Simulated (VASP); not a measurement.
Set up this calculation in VASP 6.6.1, as the native input.

```yaml
Task: single point
Functional: PBE
Potentials_or_basis: VASP PAW PBE potentials, release 64 (Be, Cd_sv_GW, O)
Cutoff: 600 eV
k_mesh: 8 × 8 × 8
Occupations: gaussian, width 0.1 eV
Spin: no spin polarisation
Dipole_correction: no
Further_INCAR_settings: ALGO = Normal; EDIFF = 1e-06; NBANDS = 53
```

The structure of BeCd3O4 lies in POSCAR:

```
BeCd3O4
1.0
    4.7772043904      0.0000000000      0.0000000000
    0.0000000000      4.7772043904      0.0000000000
    0.0000000000      0.0000000000      4.7772043904
Be Cd O
1 3 4
Direct
    0.0000000000      0.0000000000      0.0000000000
    0.0000000000      0.5000000000      0.5000000000
    0.5000000000      0.5000000000      0.0000000000
    0.5000000000      0.0000000000      0.5000000000
    0.7949732104      0.7949732104      0.2050267896
    0.7949732104      0.2050267896      0.7949732104
    0.2050267896      0.7949732104      0.7949732104
    0.2050267896      0.2050267896      0.2050267896
```

The cell was built from a structure type or drawn by symmetry, and may not be a known phase.

The input as run:

INCAR

```
SYSTEM = BeCd3O4
PREC = Accurate
ENCUT = 600
EDIFF = 1E-6
ISMEAR = 0
SIGMA = 0.1
LREAL = .FALSE.
LASPH = .TRUE.
NELM = 120
ALGO = Normal
ISIF = 2
LWAVE = .FALSE.
LCHARG = .FALSE.
GGA = PE
NBANDS = 53
GGA_COMPAT = .FALSE.
```

KPOINTS

```
Automatic mesh
0
G
  8 8 8
  0 0 0
```

Potentials or basis: VASP PAW PBE potentials, release 64 (Be, Cd_sv_GW, O).

Command:

```console
$ cat potpaw_PBE.64/Be/POTCAR potpaw_PBE.64/Cd_sv_GW/POTCAR potpaw_PBE.64/O/POTCAR > POTCAR
$ mpirun -np 1 vasp_std > vasp.out
```

Results of the run:

* Pressure: -0.5 GPa
* Largest force: 0.013 eV/Å

Run time: 5 min on 1 thread of Intel(R) Xeon(R) Platinum 8124M CPU @ 3.00GHz (Skylake/Cascade Lake), with other jobs on the host, peak memory 0.4 GiB.
